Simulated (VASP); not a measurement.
# Br (Cmce) in VASP: settings compared

Br is run at these levels: PBEsol, r2SCAN; tasks: single point.

Program: VASP 6.6.1. These are calculated values, not measurements. Logs are shortened: lines on timing, memory, paths and dates and some standing lists are left out, and cuts for length are marked.

### Step 1. The cell of the first run

It takes space group Cmce (No. 64, orthorhombic). The conventional cell has a = 6.726 Å, b = 4.645 Å, c = 8.702 Å, α = 90.00°, β = 90.00°, γ = 90.00°. Within 3.0 Å of Br (site symmetry m) lie 1 Br at 2.29 Å.

### Step 2. Single point, PBEsol

Input file INCAR:

```
SYSTEM = Br
ALGO = Normal
EDIFF = 1E-6
ENCUT = 520
GGA = PS
ISIF = 2
ISMEAR = 0
LASPH = .True.
LCHARG = .False.
LREAL = .False.
LWAVE = .False.
NBANDS = 22
NELM = 80
PREC = Accurate
SIGMA = 0.01
```

Input file KPOINTS:

```
k-points
0
Gamma
  6 6 4
  0 0 0
```

Input file POSCAR:

```
Br
1.0
    3.3632500000     -2.3225500000      0.0000000000
    3.3632500000      2.3225500000      0.0000000000
    0.0000000000      0.0000000000      8.7023000000
Br
4
Direct
    0.3651000000      0.6349000000      0.3901000000
    0.1349000000      0.8651000000      0.8901000000
    0.6349000000      0.3651000000      0.6099000000
    0.8651000000      0.1349000000      0.1099000000
```

Potentials or basis: VASP PAW PBE potentials, release 64 (Br).

Launch:

```sh
> cat potpaw_PBE.64/Br/POTCAR > POTCAR
> mpirun -np 1 vasp_std > vasp.out
```

OUTCAR:

```text
SYSTEM = Br
   EDIFF = 1E-6
   ENCUT = 520
   GGA = PS
   ISIF = 2
   ISMEAR = 0
   LASPH = .True.
   LREAL = .False.
   NELM = 80
   PREC = Accurate

 ion  position               nearest neighbor table
   1  0.365  0.635  0.390-   3 2.29
   2  0.135  0.865  0.890-   4 2.29
   3  0.635  0.365  0.610-   1 2.29
   4  0.865  0.135  0.110-   2 2.29

  LATTYP: Found a base centered orthorhombic cell.
 ALAT       =     4.6451000000
 B/A-ratio  =     1.4480850789
 C/A-ratio  =     1.8734365245

  Lattice vectors:

 A1 = (  -3.3632500000,  -2.3225500000,   0.0000000000)
 A2 = (   3.3632500000,  -2.3225500000,   0.0000000000)
 A3 = (   0.0000000000,   0.0000000000,   8.7023000000)

Analysis of symmetry for initial positions (statically):
=====================================================================
 Subroutine PRICEL returns:
 Original cell was already a primitive cell.

 Routine SETGRP: Setting up the symmetry group for a
 base centered orthorhombic supercell.

 Subroutine GETGRP returns: Found  8 space group operations
 (whereof  4 operations were pure point group operations)
 out of a pool of  8 trial point group operations.

The static configuration has the point symmetry C_2h.
 The point group associated with its full space group is D_2h.

Analysis of symmetry for dynamics (positions and initial velocities):
=====================================================================
 Subroutine PRICEL returns:
 Original cell was already a primitive cell.

 Routine SETGRP: Setting up the symmetry group for a
 base centered orthorhombic supercell.

 Subroutine GETGRP returns: Found  8 space group operations
 (whereof  4 operations were pure point group operations)
 out of a pool of  8 trial point group operations.

The dynamic configuration has the point symmetry C_2h.
 The point group associated with its full space group is D_2h.

 Subroutine INISYM returns: Found  8 space group operations
 (whereof  4 operations are pure point group operations),
 and found     1 'primitive' translations

----------------------------------------------------------------------------------------

                                     Primitive cell

  volume of cell :     135.9528

  direct lattice vectors                    reciprocal lattice vectors
     3.363250000 -2.322550000  0.000000000     0.148665725 -0.215280618  0.000000000
     3.363250000  2.322550000  0.000000000     0.148665725  0.215280618  0.000000000
     0.000000000  0.000000000  8.702300000     0.000000000  0.000000000  0.114912150

  length of vectors
     4.087259359  4.087259359  8.702300000     0.261624239  0.261624239  0.114912150

  position of ions in fractional coordinates (direct lattice)
     0.365100000  0.634900000  0.390100000
     0.134900000  0.865100000  0.890100000
     0.634900000  0.365100000  0.609900000
     0.865100000  0.134900000  0.109900000

  ion indices of the primitive-cell ions
   primitive index   ion index
                 1           1
                 2           2
                 3           3
                 4           4

----------------------------------------------------------------------------------------

 KPOINTS: k-points

Automatic generation of k-mesh.
 Grid dimensions read from file:
 generate k-points for:    6    6    4

 Generating k-lattice:

  Cartesian coordinates                     Fractional coordinates (reciprocal lattice)
     0.024777621 -0.035880103  0.000000000     0.166666667 -0.000000000  0.000000000
     0.024777621  0.035880103  0.000000000    -0.000000000  0.166666667  0.000000000
     0.000000000  0.000000000  0.028728037     0.000000000  0.000000000  0.250000000

  Length of vectors
     0.043604040  0.043604040  0.028728037

  Shift w.r.t. Gamma in fractional coordinates (k-lattice)
     0.000000000  0.000000000  0.000000000

 Subroutine IBZKPT returns following result:
 ===========================================

 Found     39 irreducible k-points:

 Following reciprocal coordinates:
            Coordinates               Weight
  0.000000  0.000000  0.000000      1.000000
  0.166667 -0.000000  0.000000      4.000000
  0.333333 -0.000000  0.000000      4.000000
  0.500000  0.000000  0.000000      2.000000
  0.166667  0.166667  0.000000      2.000000
  0.333333  0.166667  0.000000      4.000000
[... 16 lines left out ...]
  0.333333  0.333333  0.250000      4.000000
  0.500000  0.333333  0.250000      8.000000
 [... further k-points ...]
   k-points           NKPTS =     39   k-points in BZ     NKDIM =     39   number of bands    NBANDS=     22
   number of dos      NEDOS =    301   number of ions     NIONS =      4
   total plane-waves  NPLWV =  63000
   dimension x,y,z NGX =    30 NGY =   30 NGZ =   70
   dimension x,y,z NGXF=    60 NGYF=   60 NGZF=  140
   ions per type =               4
   NGX,Y,Z   is equivalent  to a cutoff of  12.20, 12.20, 13.37 a.u.
   NGXF,Y,Z  is equivalent  to a cutoff of  24.40, 24.40, 26.75 a.u.
 SYSTEM =  Br
   PREC   = accura    normal or accurate (medium, high low for compatibility)
   ISTART =      0    job   : 0-new  1-cont  2-samecut
   ICHARG =      2    charge: 1-file 2-atom 10-const
   ISPIN  =      1    spin polarized calculation?
   LNONCOLLINEAR =      F non collinear calculations
   LSORBIT =      F    spin-orbit coupling
   LASPH  =      T    aspherical Exc in radial PAW
   ENCUT  =  520.0 eV  38.22 Ry    6.18 a.u.   7.60  7.60 16.18*2*pi/ulx,y,z
   NELM   =     80;   NELMIN=  2; NELMDL= -5     # of ELM steps
   EDIFF  = 0.1E-05   stopping-criterion for ELM
   LREAL  =      F    real-space projection
   EDIFFG = 0.1E-04   stopping-criterion for IOM
   NSW    =      0    number of steps for IOM
   IBRION =     -1    ionic relax: 0-MD 1-quasi-New 2-CG
   NFREE  =      0    steps in history (QN), initial steepest desc. (CG)
   ISIF   =      2    stress and relaxation
   ISYM   =      2    0-nonsym 1-usesym 2-fastsym
   POTIM  = 0.5000    time-step for ionic-motion
   TEBEG  =    0.0;   TEEND  =   0.0 temperature during run
   PSTRESS=    0.0 pullay stress
   NELECT =      28.0000    total number of electrons
   NUPDOWN=      -1.0000    fix difference up-down
   EMIN   =  10.00;   EMAX   =-10.00  energy-range for DOS
   EFERMI =   0.00;   METHOD = LEGACY
   ISMEAR =     0;   SIGMA  =   0.01  broadening in eV -4-tet -1-fermi 0-gaus
   EFERMI_NEDOS =   21; number of points for ismear=-14 and -15
   IALGO  =     38    algorithm
   IMIX   =      4    mixing-type and parameters
     AMIX     =   0.40;   BMIX     =  1.00
     AMIX_MAG =   1.60;   BMIX_MAG =  1.00
  volume/ion in A,a.u.               =      33.99       229.36
  Fermi-wavevector in a.u.,A,eV,Ry     =   0.966788  1.826965 12.717090  0.934680
  Thomas-Fermi vector in A             =   2.096619
   LORBIT       =      0    0 simple, 1 ext, 2 COOP (PROOUT), +10 PAW based schemes
   GGA     = PS    functional components
   LHFCALC =     F    Hartree Fock is set to
   AEXX    =    0.0000 exact exchange contribution
   IVDW    =     0    specifies the selected vdW correction
   LEPSILON=     F    determine dielectric tensor
   LRPA    =     F    only Hartree local field effects (RPA)
 non-spin polarized calculation
 Gauss-broadening in eV      SIGMA  =   0.01
  energy-cutoff  :      520.00
  volume of cell :      135.95
 maximum number of plane-waves:      3697
   NGX = 15   NGY = 15   NGZ = 33

 number of electron      27.9999999 magnetization

 Free energy of the ion-electron system (eV)
  ---------------------------------------------------
  ext. energy  EPLUGINS =         0.00000000
  ---------------------------------------------------
  free energy    TOTEN  =        -7.15406882 eV

  energy without entropy =       -7.15406882  energy(sigma->0) =       -7.15406882

 E-fermi :  -0.2987     XC(G=0):  -8.0553

 val. band max:       -0.4078468400   @ k =   0.5000   0.0000   0.5000
 cond. band min:       1.4102233492   @ k =   0.0000   0.0000   0.0000
 fundamental gap:      1.8180701892
 Fermi energy:        -0.2986680781

 k-point     1 :       0.0000    0.0000    0.0000
  band No.  band energies     occupation
      1     -16.3717      2.00000
      2     -16.0555      2.00000
      3     -13.5353      2.00000
      4     -12.8612      2.00000
      5      -5.3786      2.00000
      6      -4.3685      2.00000
[... 14 lines left out ...]
     21       8.4589      0.00000
     22       8.7566      0.00000

 k-point     2 :       0.1667   -0.0000    0.0000
  band No.  band energies     occupation
      1     -16.3154      2.00000
      2     -16.0376      2.00000
      3     -13.4915      2.00000
      4     -12.9114      2.00000
      5      -5.3805      2.00000
      6      -4.4936      2.00000
[... 14 lines left out ...]
     21       8.3314      0.00000
     22       8.8578      0.00000

 k-point     3 :       0.3333   -0.0000    0.0000
  band No.  band energies     occupation
      1     -16.1825      2.00000
      2     -16.0172      2.00000
      3     -13.3752      2.00000
      4     -13.0453      2.00000
      5      -5.3688      2.00000
      6      -4.8541      2.00000
[... 14 lines left out ...]
     21       8.7874      0.00000
     22       9.4915      0.00000

 k-point     4 :       0.5000    0.0000    0.0000
  band No.  band energies     occupation
      1     -16.0602      2.00000
      2     -16.0602      2.00000
      3     -13.2160      2.00000
      4     -13.2160      2.00000
      5      -5.2197      2.00000
      6      -5.2197      2.00000
[... 14 lines left out ...]
     21       9.7418      0.00000
     22       9.7418      0.00000

 k-point     5 :       0.1667    0.1667    0.0000
  band No.  band energies     occupation
      1     -16.3160      2.00000
      2     -16.0168      2.00000
      3     -13.4911      2.00000
      4     -12.8633      2.00000
      5      -5.3365      2.00000
      6      -4.4322      2.00000
[... 417 lines left out ...]
 k-point    22 :      -0.1667    0.1667    0.2500
  band No.  band energies     occupation
      1     -16.1929      2.00000
      2     -16.0616      2.00000
      3     -13.3513      2.00000
      4     -13.0848      2.00000
      5      -5.2883      2.00000
      6      -4.8212      2.00000
[... 14 lines left out ...]
     21       8.6781      0.00000
     22       8.9853      0.00000

 k-point    23 :       0.3333    0.3333    0.2500
  band No.  band energies     occupation
      1     -16.1668      2.00000
      2     -15.9817      2.00000
      3     -13.3191      2.00000
      4     -12.9434      2.00000
      5      -5.1632      2.00000
      6      -4.6963      2.00000
[... 14 lines left out ...]
     21       8.6400      0.00000
     22       9.0303      0.00000

 k-point    24 :       0.5000    0.3333    0.2500
  band No.  band energies     occupation
      1     -16.1072      2.00000
      2     -15.9584      2.00000
      3     -13.2831      2.00000
      4     -12.9903      2.00000
      5      -5.1504      2.00000
      6      -4.7912      2.00000
[... 14 lines left out ...]
     21       8.7924      0.00000
     22       9.4470      0.00000

 [... further k-points ...]
[... 5 lines left out ...]
  --------------------------------------------------------------------------------------
  -------------------------------------------------------------------------------------
  Total        0.0270351     -0.4015225      0.7552447      0.0000000      0.0000000      0.0000000
  in kB        0.3186032     -4.7318640      8.9004093      0.0000000      0.0000000      0.0000000
  external PRESSURE =       1.4957162 kB  Pullay stress =       0.0000000 kB

 VOLUME and BASIS-vectors are now :
 -----------------------------------------------------------------------------
  energy-cutoff  :      520.00
  volume of cell :      135.95
      direct lattice vectors                 reciprocal lattice vectors
     3.363250000 -2.322550000  0.000000000     0.148665725 -0.215280618  0.000000000
     3.363250000  2.322550000  0.000000000     0.148665725  0.215280618  0.000000000
     0.000000000  0.000000000  8.702300000     0.000000000  0.000000000  0.114912150

 POSITION                                       TOTAL-FORCE (eV/Angst)
 -----------------------------------------------------------------------------------
      3.36325      0.62662      3.39477         0.000000      0.330084     -0.672073
      3.36325      1.69593      7.74592         0.000000     -0.330084     -0.672073
      3.36325     -0.62662      5.30753         0.000000     -0.330084      0.672073
      3.36325     -1.69593      0.95638         0.000000      0.330084      0.672073
 -----------------------------------------------------------------------------------
    total drift:                               -0.000000      0.000000      0.000000

  FREE ENERGIE OF THE ION-ELECTRON SYSTEM (eV)
  ---------------------------------------------------
  free  energy   TOTEN  =        -7.1540688240 eV

  energy  without entropy=       -7.1540688240  energy(sigma->0) =       -7.15406882
```

It took 54 s on 1 thread of Intel Xeon Platinum 8488C (Sapphire Rapids), shared host; peak memory 0.27 GiB.

What came out:

| Quantity | Value |
| --- | --- |
| Free energy | -7.1541 eV |
| Pressure | 0.1 GPa |
| Largest force | 0.749 eV/Å |
| Band gap on the k mesh | 1.82 eV (least direct gap 1.86 eV) |

Forces in eV/Å, atoms in the order of the input:
```
Br   0.000  0.330 -0.672
Br   0.000 -0.330 -0.672
Br   0.000 -0.330  0.672
Br   0.000  0.330  0.672
```

Stress tensor (GPa, compression positive):
```
 0.03  0.00  0.00
 0.00 -0.47  0.00
 0.00  0.00  0.89
```

Caveat: this functional lacks dispersion, which holds the molecules together, so the pressure and a relaxed volume are unreliable; the PAW data sets were made with another functional, which shifts forces and pressure a little. A k mesh can miss the band edges.

### Step 3. Single point, r2SCAN

POSCAR is that of step 2.

Input file INCAR.step1:

```
  PREC = Accurate
  ENCUT = 520
  ISMEAR = 0
  SIGMA = 0.01
  LREAL = False
  LASPH = True
  NELM = 60
  NBANDS = 22
  GGA = PE
  ALGO = Normal
  EDIFF = 1E-4
  LWAVE = True
  LCHARG = False
```

Input file INCAR.step2:

```
  PREC = Accurate
  ENCUT = 520
  EDIFF = 1E-7
  ISMEAR = 0
  SIGMA = 0.01
  LREAL = False
  LASPH = True
  NELM = 60
  ALGO = Normal
  ISIF = 2
  LWAVE = False
  LCHARG = False
  METAGGA = R2SCAN
  LMIXTAU = True
  NBANDS = 22
  ISTART = 1
```

Input file KPOINTS:

```
regular mesh
0
Gamma
  6 6 4
```

Potentials or basis: VASP PAW PBE potentials, release 64 (Br).

Launch:

```sh
> cat potpaw_PBE.64/Br/POTCAR > POTCAR
> cp INCAR.step1 INCAR
> mpirun -np 1 vasp_std > vasp.out
> cp INCAR.step2 INCAR
> mpirun -np 1 vasp_std > vasp.out
```

Wall time 4 min (1 thread of Intel Xeon Platinum 8488C (Sapphire Rapids), shared host); peak memory 0.29 GiB.

It converged, with:

```yaml
Free_energy: -52.9599 eV
Pressure: 0.7 GPa
Largest_force: 0.582 eV/Å
Band_gap_on_the_k_mesh: 2.16 eV (least direct gap 2.23 eV)
```

Forces in eV/Å, atoms in the order of the input:
```
Br   0.000  0.285 -0.508
Br   0.000 -0.285 -0.508
Br   0.000 -0.285  0.508
Br   0.000  0.285  0.508
```

Stress tensor (GPa, compression positive):
```
0.23 0.00 0.00
0.00 0.28 0.00
0.00 0.00 1.52
```

Levels at points of the mesh, in eV from the valence-band top:
```
           k point  band 11  band 12  band 13  band 14  band 15  band 16  band 17  band 18
(0.00, 0.00, 0.00)    -0.95    -0.37    -0.10    -0.06     2.16     2.89     6.63     7.24
(0.50, 0.00, 0.00)    -0.80    -0.80    -0.25    -0.25     2.78     2.78     7.72     7.72
(0.50, 0.50, 0.00)    -1.37    -1.17    -0.41    -0.04     2.20     2.56     7.86     8.13
(0.00, 0.00, 0.50)    -0.83    -0.83    -0.08    -0.08     2.39     2.39     7.28     7.28
(0.50, 0.00, 0.50)    -0.55    -0.55     0.00     0.00     2.53     2.53     8.05     8.05
(0.50, 0.50, 0.50)    -0.92    -0.92    -0.65    -0.65     2.27     2.27     8.56     8.56
```

Caveat: the PAW data sets were made with another functional, which shifts forces and pressure a little.
